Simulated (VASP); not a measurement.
# HfRu (Pm-3m) in VASP: notebook, part 2 of 2

VASP 6.6.1. Earlier steps stand in the parts before.

### 3 Relaxation of cell and atoms, LDA

The input, INCAR:

```
SYSTEM = HfRu
PREC = Accurate
ENCUT = 600
EDIFF = 1E-7
ISMEAR = 0
SIGMA = 0.1
LREAL = .False.
LASPH = .True.
NELM = 100
ALGO = Normal
ISIF = 3
LWAVE = .False.
LCHARG = .False.
IBRION = 2
NSW = 100
EDIFFG = -0.005
```

The input, KPOINTS:

```
regular mesh
0
Gamma
  14 14 14
  0 0 0
```

The input, POSCAR:

```
HfRu
1.0
    3.1839432274      0.0000000000      0.0000000000
    0.0000000000      3.1839432274      0.0000000000
    0.0000000000      0.0000000000      3.1839432274
Hf Ru
1 1
Direct
    0.0000000000      0.0000000000      0.0000000000
    0.5000000000      0.5000000000      0.5000000000
```

Potentials or basis: VASP PAW LDA potentials, release 64 (Hf_pv, Ru_pv).

Launch:

```sh
$ cat potpaw_LDA.64/Hf_pv/POTCAR potpaw_LDA.64/Ru_pv/POTCAR > POTCAR
$ mpirun -np 1 vasp_std > vasp.out
```

OUTCAR:

```text
SYSTEM = HfRu
   PREC = Accurate
   ENCUT = 600
   EDIFF = 1E-7
   ISMEAR = 0
   LREAL = .False.
   LASPH = .True.
   NELM = 100
   ISIF = 3
   IBRION = 2
   NSW = 100
   EDIFFG = -0.005

 ion  position               nearest neighbor table
   1  0.000  0.000  0.000-   2 2.76   2 2.76   2 2.76   2 2.76   2 2.76   2 2.76   2 2.76   2 2.76

   2  0.500  0.500  0.500-   1 2.76   1 2.76   1 2.76   1 2.76   1 2.76   1 2.76   1 2.76   1 2.76

  LATTYP: Found a simple cubic cell.
 ALAT       =     3.1839432274

  Lattice vectors:

 A1 = (   3.1839432274,   0.0000000000,   0.0000000000)
 A2 = (   0.0000000000,   3.1839432274,   0.0000000000)
 A3 = (   0.0000000000,   0.0000000000,   3.1839432274)

Analysis of symmetry for initial positions (statically):
=====================================================================
 Subroutine PRICEL returns:
 Original cell was already a primitive cell.

 Routine SETGRP: Setting up the symmetry group for a
 simple cubic supercell.

 Subroutine GETGRP returns: Found 48 space group operations
[... 170 lines left out ...]

  FORCE on cell =-STRESS in cart. coord.  units (eV):
  Direction    XX          YY          ZZ          XY          YZ          ZX
  --------------------------------------------------------------------------------------
  -------------------------------------------------------------------------------------
  Total       -0.1565222     -0.1565222     -0.1565222      0.0000000      0.0000000      0.0000000
  in kB       -7.7694553     -7.7694553     -7.7694553      0.0000000      0.0000000      0.0000000
  external PRESSURE =      -7.7694553 kB  Pullay stress =       0.0000000 kB
[... 59 lines left out ...]
--------------------------------------- Ionic step        3  -------------------------------------------

 number of electron      24.0000003 magnetization

 Free energy of the ion-electron system (eV)
  ---------------------------------------------------
  ext. energy  EPLUGINS =         0.00000000
  ---------------------------------------------------
  free energy    TOTEN  =       -22.97524630 eV

  energy without entropy =      -22.97239285  energy(sigma->0) =      -22.97381957

 E-fermi :   9.0500     XC(G=0): -13.2088

 val. band max:        9.0492889775   @ k =   0.5000   0.5000   0.1429
 cond. band min:       9.0651913069   @ k =   0.5000   0.5000   0.2143
 fundamental gap:      0.0159023294
 Fermi energy:         9.0499825532

 k-point     1 :       0.0000    0.0000    0.0000
  band No.  band energies     occupation
      1     -33.4669      2.00000
      2     -33.4669      2.00000
      3     -33.4669      2.00000
      4     -21.1835      2.00000
      5     -21.1835      2.00000
      6     -21.1835      2.00000
[... 433 lines left out ...]
      3     -33.4497      2.00000
      4     -21.5470      2.00000
      5     -21.3346      2.00000
      6     -21.1607      2.00000
[... 8 lines left out ...]
     15      11.5474      0.00000
     16      12.0671      0.00000

 [... further k-points ...]
[... 5 lines left out ...]
  --------------------------------------------------------------------------------------
  -------------------------------------------------------------------------------------
  Total       -0.0001240     -0.0001240     -0.0001240      0.0000000      0.0000000     -0.0000000
  in kB       -0.0061744     -0.0061744     -0.0061744      0.0000000      0.0000000     -0.0000000
  external PRESSURE =      -0.0061744 kB  Pullay stress =       0.0000000 kB
[... 17 lines left out ...]
  FREE ENERGIE OF THE ION-ELECTRON SYSTEM (eV)
  ---------------------------------------------------
  free  energy   TOTEN  =       -22.9752462952 eV

  energy  without entropy=      -22.9723928532  energy(sigma->0) =      -22.97381957

 reached required accuracy - stopping structural energy minimisation
```

OSZICAR:

```text
N       E                     dE             d eps       ncg     rms          rms(c)
DAV:   1     0.175796756452E+03    0.17580E+03   -0.15850E+04  3840   0.172E+03
DAV:   2    -0.202103480336E+02   -0.19601E+03   -0.19390E+03  4664   0.430E+02
[... 25 lines left out ...]
DAV:   2    -0.230078725021E+02   -0.45298E-02   -0.67919E-01  4512   0.497E+00    0.271E+00
DAV:   3    -0.229757639793E+02    0.32109E-01   -0.21756E-01  4472   0.261E+00    0.236E-01
DAV:   4    -0.229752152105E+02    0.54877E-03   -0.51389E-03  4040   0.596E-01    0.131E-01
DAV:   5    -0.229752277117E+02   -0.12501E-04   -0.11563E-04  5016   0.715E-02    0.128E-01
DAV:   6    -0.229752457300E+02   -0.18018E-04   -0.29000E-05  4344   0.319E-02    0.249E-02
DAV:   7    -0.229752463394E+02   -0.60943E-06   -0.26009E-06  5216   0.106E-02    0.599E-03
DAV:   8    -0.229752462952E+02    0.44290E-07   -0.52067E-08  2280   0.215E-03
   3 F= -.22975246E+02 E0= -.22973820E+02  d E =-.277485E-03
```

Wall time 98 s (1 thread of Intel Xeon Platinum 8375C at 2.90GHz (Ice Lake), shared host); peak memory 0.22 GiB.

What came out:

- Free energy: -22.9752 eV
- Relaxed volume: 16.08 Å³/atom
- Relaxed cell: a = 3.180 Å, b = 3.180 Å, c = 3.180 Å, α = 90.00°, β = 90.00°, γ = 90.00°
- Space group after relaxing (to 0.05 Å): Pm-3m (No. 221)
- Energy gained by relaxing: 0.1 meV/atom
- Ionic steps: 3
- Pressure after relaxing: 0.0 GPa
- Band gap on the k mesh: zero (band 12 reaches 9.79 eV, above the bottom of band 13 at 8.06 eV)

The path:
```csv
step,energy change (eV),largest force (eV/Å),pressure (GPa),volume (Å³)
1,0.0000,0.0000,-0.78,32.28
2,0.0011,0.0000,1.82,31.91
3,-0.0003,0.0000,0.00,32.17
```

Final structure:
```yaml
crystal:
  lattice:
    - [3.18026, 0.00000, 0.00000]
    - [0.00000, 3.18026, 0.00000]
    - [0.00000, 0.00000, 3.18026]
  atoms:
    - { symbol: Hf, position: [0.00000, 0.00000, 0.00000] }
    - { symbol: Ru, position: [0.50000, 0.50000, 0.50000] }
```

Levels at points of the mesh, in eV from the Fermi level:
| k point | band 8 | band 9 | band 10 | band 11 | band 12 | band 13 | band 14 | band 15 | band 16 |
| --- | --- | --- | --- | --- | --- | --- | --- | --- | --- |
| (0.00, 0.00, 0.00) | -5.33 | -5.33 | -1.77 | -1.77 | -1.77 | 2.11 | 2.11 | 5.90 | 5.90 |
| (0.50, 0.00, 0.00) | -4.00 | -3.55 | -1.88 | -1.88 | -1.15 | -0.99 | 1.27 | 1.41 | 1.41 |
| (0.50, 0.50, 0.00) | -5.35 | -3.41 | -3.41 | -0.02 | 0.73 | 1.46 | 1.46 | 2.91 | 5.92 |
| (0.50, 0.50, 0.50) | -3.07 | -3.07 | -1.98 | -1.98 | -1.98 | 0.06 | 0.06 | 6.49 | 6.49 |

Caveat: spin-orbit coupling is left out, which moves the levels of the heavy elements. Zero-point motion and thermal expansion aren't in these numbers.

### 4 Single point, LDA

The input, INCAR:

```
PREC = Accurate
ENCUT = 520
EDIFF = 1E-7
ISMEAR = -1
SIGMA = 0.15
LREAL = F
LASPH = T
NELM = 100
ALGO = Normal
ISIF = 2
LWAVE = F
LCHARG = T
GGA = CA
LELF = T
LVHAR = T
NBANDS = 19
```

The input, KPOINTS:

```
regular mesh
0
Gamma
  14 14 14
```

The input, POSCAR:

```
HfRu
1.0
    3.1822268121      0.0000000000      0.0000000000
    0.0000000000      3.1822268121      0.0000000000
    0.0000000000      0.0000000000      3.1822268121
Hf Ru
1 1
Direct
    0.0000000000      0.0000000000      0.0000000000
    0.5000000000      0.5000000000      0.5000000000
```

Launch:

```sh
$ cat potpaw_LDA.64/Hf_pv/POTCAR potpaw_LDA.64/Ru_pv/POTCAR > POTCAR
$ mpirun -np 1 vasp_std > vasp.out
```

It took 24 s on 1 thread of Intel Xeon Platinum 8375C at 2.90GHz (Ice Lake), shared host; peak memory 0.19 GiB.

The run converged. Its results:

- Free energy: -22.9935 eV
- Pressure: -0.3 GPa
- Band gap on the k mesh: zero (band 12 reaches 9.77 eV, above the bottom of band 13 at 8.05 eV)

Levels at points of the mesh, in eV from the Fermi level:
```tsv
k point	band 9	band 10	band 11	band 12	band 13	band 14	band 15	band 16
(0.00, 0.00, 0.00)	-5.26	-1.71	-1.71	-1.71	2.16	2.16	5.95	5.95
(0.50, 0.00, 0.00)	-3.48	-1.82	-1.82	-1.09	-0.92	1.32	1.46	1.46
(0.50, 0.50, 0.00)	-3.34	-3.34	0.05	0.79	1.51	1.51	2.97	5.96
(0.50, 0.50, 0.50)	-3.01	-1.92	-1.92	-1.92	0.13	0.13	6.54	6.54
```

Caveat: spin-orbit coupling is left out, which moves the levels of the heavy elements.

### 5 Relaxation of cell and atoms, LDA

The input, INCAR:

```
  PREC = Accurate
  ENCUT = 600
  EDIFF = 1E-6
  ISMEAR = -1
  SIGMA = 0.15
  LREAL = False
  LASPH = True
  NELM = 100
  ALGO = Normal
  ISIF = 3
  LWAVE = False
  LCHARG = False
  GGA = CA
  IBRION = 2
  NSW = 80
  EDIFFG = -0.001
```

KPOINTS is that of step 4.

The input, POSCAR:

```
HfRu
1.0
    3.1819556650      0.0000000000      0.0000000000
    0.0000000000      3.1819556650      0.0000000000
    0.0000000000      0.0000000000      3.1819556650
Hf Ru
1 1
Direct
    0.0000000000      0.0000000000      0.0000000000
    0.5000000000      0.5000000000      0.5000000000
```

Launch:

```sh
$ cat potpaw_LDA.64/Hf_pv/POTCAR potpaw_LDA.64/Ru_pv/POTCAR > POTCAR
$ mpirun -np 1 vasp_std > vasp.out
```

Run time: 89 s. Hardware: 1 thread of Intel Xeon Platinum 8375C at 2.90GHz (Ice Lake), shared host; peak memory 0.21 GiB.

The run converged. Its results:

* Free energy: -22.9938 eV
* Relaxed volume: 16.09 Å³/atom
* Relaxed cell: a = 3.181 Å, b = 3.181 Å, c = 3.181 Å, α = 90.00°, β = 90.00°, γ = 90.00°
* Space group after relaxing (to 0.05 Å): Pm-3m (No. 221)
* Energy gained by relaxing: 0.0 meV/atom
* Ionic steps: 3
* Pressure after relaxing: 0.0 GPa
* Band gap on the k mesh: zero (band 12 reaches 9.79 eV, above the bottom of band 13 at 8.06 eV)

Final structure:
```
Hf Ru
1.0
     3.18055    0.00000    0.00000
     0.00000    3.18055    0.00000
     0.00000    0.00000    3.18055
Hf Ru
1 1
Direct
  0.00000 0.00000 0.00000
  0.50000 0.50000 0.50000
```

Levels at points of the mesh, in eV from the Fermi level:
```tsv
k point	band 9	band 10	band 11	band 12	band 13	band 14	band 15	band 16
(0.00, 0.00, 0.00)	-5.27	-1.71	-1.71	-1.71	2.16	2.16	5.96	5.96
(0.50, 0.00, 0.00)	-3.49	-1.82	-1.82	-1.09	-0.93	1.33	1.46	1.46
(0.50, 0.50, 0.00)	-3.35	-3.35	0.05	0.79	1.51	1.51	2.97	5.98
(0.50, 0.50, 0.50)	-3.01	-1.93	-1.93	-1.93	0.13	0.13	6.55	6.55
```

Caveat: spin-orbit coupling is left out, which moves the levels of the heavy elements.

### 6 The runs side by side

| task | cell | cutoff (eV) | smearing | gap on the mesh (eV) | pressure (GPa) | relaxed volume (Å³/atom) |
| --- | --- | --- | --- | --- | --- | --- |
| single point | a = 3.182 Å, 2 atoms | 520 | gaussian 0.1 eV | none | -0.4 | - |
| relaxation of cell and atoms | relaxed from a = 3.184 Å, 2 atoms | 600 | gaussian 0.1 eV | none | 0.0 | 16.08 |
| single point | a = 3.182 Å, 2 atoms | 520 | fermi-dirac 0.15 eV | none | -0.3 | - |
| relaxation of cell and atoms | relaxed from a = 3.182 Å, 2 atoms | 600 | fermi-dirac 0.15 eV | none | 0.0 | 16.09 |

Alike in all rows: level LDA; potentials or basis VASP PAW LDA potentials, release 64 (Hf_pv, Ru_pv); no spin polarisation; k mesh 14 × 14 × 14.

Caveats: spin-orbit coupling is left out, which moves the levels of the heavy elements.

Absolute energies hang on the potentials; compare differences alone.
